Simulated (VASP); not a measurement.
# Ta: single point with PBE

Ta:

```xyz
1
Lattice="-1.4855 1.4855 1.4855 1.4855 -1.4855 1.4855 1.4855 1.4855 -1.4855" Properties=species:S:1:pos:R:3 pbc="T T T"
Ta    0.0000    0.0000    0.0000
```

| Quantity | Value |
| --- | --- |
| Program | VASP 6.6.1 |
| Task | single point |
| Functional | PBE |
| Potentials or basis | VASP PAW PBE potentials, release 64 (Ta_pv) |
| Cutoff | 520 eV |
| k mesh | 18 × 18 × 18 |
| Occupations | fermi-dirac, width 0.1 eV |
| Spin | no spin polarisation |
| Dipole correction | no |
| Further INCAR settings | ALGO = Normal; EDIFF = 1e-06; NBANDS = 12 |

```
Pressure               : 121.6 GPa
Band gap on the k mesh : zero (an odd number of electrons rules out a gap without spin polarisation)
```

Levels at points of the mesh, in eV from the Fermi level:
```csv
k point,band 3,band 4,band 5,band 6,band 7,band 8
"(0.00, 0.00, 0.00)",-31.85,-9.01,0.48,0.48,0.48,5.00
"(0.50, 0.00, 0.00)",-31.91,-6.17,-2.89,3.73,5.24,6.67
"(0.50, 0.50, 0.50)",-33.92,-6.28,-6.28,9.68,9.68,9.68
```

Wall time 27 s on 1 thread of Intel Xeon 8259CL (shared host), peak memory 0.15 GiB.

Caveat: the cell stands under pressure; spin-orbit coupling is left out, which moves the levels of the heavy elements.
